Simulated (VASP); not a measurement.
Input of a VASP 6.6.1 run:

POSCAR

```
Pt
1.0
    0.0000000000      1.9690000000      1.9690000000
    1.9690000000      0.0000000000      1.9690000000
    1.9690000000      1.9690000000      0.0000000000
Pt
1
Direct
    0.0000000000      0.0000000000      0.0000000000
```

INCAR.step1

```
PREC = Accurate ; ENCUT = 520
ISMEAR = -1 ; SIGMA = 0.01
LREAL = F ; LASPH = T
NELM = 80 ; NBANDS = 11
GGA = PE ; ALGO = Normal
EDIFF = 1E-4 ; LWAVE = T
LCHARG = F
```

INCAR.step2

```
PREC = Accurate ; ENCUT = 520
EDIFF = 1E-7 ; ISMEAR = -1
SIGMA = 0.01 ; LREAL = F
LASPH = T ; NELM = 80
ALGO = Normal ; ISIF = 2
LWAVE = F ; LCHARG = F
METAGGA = R2SCAN ; LMIXTAU = T
NBANDS = 11 ; ISTART = 1
```

KPOINTS

```
regular mesh
0
Gamma
  12 12 12
```

Potentials or basis: VASP PAW PBE potentials, release 64 (Pt).

Launch:

```bash
$ cat potpaw_PBE.64/Pt/POTCAR > POTCAR
$ cp INCAR.step1 INCAR
$ mpirun -np 1 vasp_std > vasp.out
$ cp INCAR.step2 INCAR
$ mpirun -np 1 vasp_std > vasp.out
```

Q: What does it give for the band gap on the k mesh?

A: Zero (band 5 reaches 11.31 eV, above the bottom of band 6 at 8.98 eV).

Q: Predict the pressure.

A: 1.3 GPa.

Caveat: the PAW data sets were made with another functional, which shifts forces and pressure a little; spin-orbit coupling is left out, which moves the levels of the heavy elements.
